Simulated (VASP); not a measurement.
Input of a VASP 6.6.1 run:

Contents of INCAR:

```
SYSTEM = HfO2
METAGGA  = R2SCAN         ! meta-GGA
ISMEAR   = 0              ! smearing method
SIGMA    = 0.03           ! smearing width, eV
LWAVE    = .FALSE.        ! write WAVECAR
LCHARG   = .FALSE.        ! write CHGCAR
NBANDS   = 38             ! bands
PREC     = Accurate       ! precision mode
LASPH    = .TRUE.         ! aspherical terms in the spheres
LREAL    = .FALSE.        ! projectors in reciprocal space
ALGO     = Normal         ! electronic algorithm
EDIFF    = 1E-6           ! SCF threshold, eV
NELM     = 120            ! most SCF steps
GGA_COMPAT= .FALSE.      
ENCUT    = 460            ! plane-wave cutoff, eV
EFERMI   = MIDGAP       
LMAXMIX  = 4              ! l up to which the mixer works
LMIXTAU  = .TRUE.       
KPAR     = 2
```

File KPOINTS:

```
Automatic mesh
0
Gamma
  5 5 4
  0 0 0
```

File KPOINTS_OPT:

```
path GXMGZRAZ,XR,MA
12
line-mode
reciprocal
 0.0000000000  0.0000000000  0.0000000000  G
 0.0000000000  0.5000000000  0.0000000000  X

 0.0000000000  0.5000000000  0.0000000000  X
 0.5000000000  0.5000000000  0.0000000000  M

 0.5000000000  0.5000000000  0.0000000000  M
 0.0000000000  0.0000000000  0.0000000000  G

 0.0000000000  0.0000000000  0.0000000000  G
 0.0000000000  0.0000000000  0.5000000000  Z

 0.0000000000  0.0000000000  0.5000000000  Z
 0.0000000000  0.5000000000  0.5000000000  R

 0.0000000000  0.5000000000  0.5000000000  R
 0.5000000000  0.5000000000  0.5000000000  A

 0.5000000000  0.5000000000  0.5000000000  A
 0.0000000000  0.0000000000  0.5000000000  Z

 0.0000000000  0.5000000000  0.0000000000  X
 0.0000000000  0.5000000000  0.5000000000  R

 0.5000000000  0.5000000000  0.0000000000  M
 0.5000000000  0.5000000000  0.5000000000  A
```

POSCAR

```
HfO2
1.0
    3.5580193300      0.0000000000      0.0000000000
    0.0000000000      3.5580193300      0.0000000000
    0.0000000000      0.0000000000      5.1718612100
Hf O
2 4
Direct
    0.0000000000      0.0000000000      0.0000000000
    0.5000000000      0.5000000000      0.5000000000
    0.0000000000      0.5000000000      0.1972078800
    0.5000000000      0.0000000000      0.3027921200
    0.5000000000      0.0000000000      0.8027921200
    0.0000000000      0.5000000000      0.6972078800
```

Potentials or basis: VASP PAW PBE potentials, release 64 (Hf_pv, O).

Run with:

```sh
$ cat potpaw_PBE.64/Hf_pv/POTCAR potpaw_PBE.64/O/POTCAR > POTCAR
$ mpirun -np 2 vasp_std > vasp.out
```

Question: Estimate the band gap on the k mesh.

Answer: 5.29 eV (least direct gap 5.37 eV).

Question: What does it give for the band gap along the path?

Answer: 5.29 eV (least direct gap 5.37 eV).

Question: Estimate the pressure.

Answer: -0.3 GPa.

Levels at the corners of the path, in eV from the valence-band top:
```tsv
point	band 18	band 19	band 20	band 21	band 22	band 23	band 24	band 25	band 26	band 27
Γ	-1.34	-0.68	-0.14	-0.08	-0.08	5.29	5.31	6.55	6.75	7.24
X	-2.20	-1.48	-1.48	-0.14	-0.14	5.67	5.67	6.72	6.72	8.08
X	-2.20	-1.48	-1.48	-0.14	-0.14	5.67	5.67	6.72	6.72	8.08
M	-1.07	-0.79	-0.79	-0.52	-0.52	6.33	6.33	6.70	6.70	7.88
M	-1.07	-0.79	-0.79	-0.52	-0.52	6.33	6.33	6.70	6.70	7.88
Γ	-1.34	-0.68	-0.14	-0.08	-0.08	5.29	5.31	6.55	6.75	7.24
Γ	-1.34	-0.68	-0.14	-0.08	-0.08	5.29	5.31	6.55	6.75	7.24
Z	-2.77	-0.67	-0.67	0.00	0.00	5.96	5.96	6.27	6.27	9.43
Z	-2.77	-0.67	-0.67	0.00	0.00	5.96	5.96	6.27	6.27	9.43
R	-1.96	-1.44	-1.44	-0.98	-0.98	5.81	5.81	6.19	6.19	8.10
R	-1.96	-1.44	-1.44	-0.98	-0.98	5.81	5.81	6.19	6.19	8.10
A	-1.95	-1.44	-1.44	-0.05	-0.05	6.52	6.52	6.87	6.87	8.00
A	-1.95	-1.44	-1.44	-0.05	-0.05	6.52	6.52	6.87	6.87	8.00
Z	-2.77	-0.67	-0.67	0.00	0.00	5.96	5.96	6.27	6.27	9.43
X	-2.20	-1.48	-1.48	-0.14	-0.14	5.67	5.67	6.72	6.72	8.08
R	-1.96	-1.44	-1.44	-0.98	-0.98	5.81	5.81	6.19	6.19	8.10
M	-1.07	-0.79	-0.79	-0.52	-0.52	6.33	6.33	6.70	6.70	7.88
A	-1.95	-1.44	-1.44	-0.05	-0.05	6.52	6.52	6.87	6.87	8.00
```

Caveat: the cutoff is under 1.25 times the usual one of these potentials, so pressure, stress and relaxed cells hold a basis-set (Pulay) error; the PAW data sets were made with another functional, which shifts forces and pressure a little; spin-orbit coupling is left out, which moves the levels of the heavy elements.
